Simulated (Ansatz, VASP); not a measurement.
TiC: VASP beside Ansatz

Contents of INCAR:

```
ALGO = Normal
EDIFF = 1E-6
ENCUT = 600
GGA = PE
GGA_COMPAT = False
ISIF = 2
ISMEAR = 0
LASPH = True
LCHARG = True
LELF = True
LREAL = False
LVHAR = True
LWAVE = False
NBANDS = 15
NELM = 120
PREC = Accurate
SIGMA = 0.05
```

File KPOINTS:

```
k-points
0
Gamma
  8 8 8
```

Contents of POSCAR:

```
TiC
1.0
    0.0000000000      2.1254891723      2.1254891723
    2.1254891723      0.0000000000      2.1254891723
    2.1254891723      2.1254891723      0.0000000000
Ti C
1 1
Direct
    0.0000000000      0.0000000000      0.0000000000
    0.5000000000      0.5000000000      0.5000000000
```

Input for Ansatz:

```yaml
crystal:
  lattice:
    - [0.0, 2.1254891718, 2.1254891718]
    - [2.1254891718, 0.0, 2.1254891718]
    - [2.1254891718, 2.1254891718, 0.0]
  atoms:
    - { symbol: Ti, position: [0.0, 0.0, 0.0] }
    - { symbol: C, position: [0.5, 0.5, 0.5] }
basis:
  ecutwfc: 420
kpoints:
  mp_grid: { grid: [8, 8, 8] }
hamiltonian:
  xc: pbe
scf:
  occupations: { method: gaussian, width: 0.05 }
output:
  forces: true
  stress: true
  eigenvalues: true
```

Alike in both runs: task single point; functional PBE; k mesh 8 × 8 × 8; occupations gaussian, width 0.05 eV; no spin polarisation.

```csv
,VASP,Ansatz
version,VASP 6.6.1,Ansatz 0.2.0
potentials or method,"VASP PAW PBE potentials, release 64 (Ti_sv, C), cutoff 600 eV","scalar-relativistic, plane waves, PAW"
valence electrons in the cell,16,16
```

```csv
,VASP,Ansatz,Ansatz less VASP
gap on the k mesh at the Fermi level (eV),none,none,-
pressure (GPa),16.2,16.1,-0.10
```

A gap of «none» marks a metal or a gap that the smearing closes.
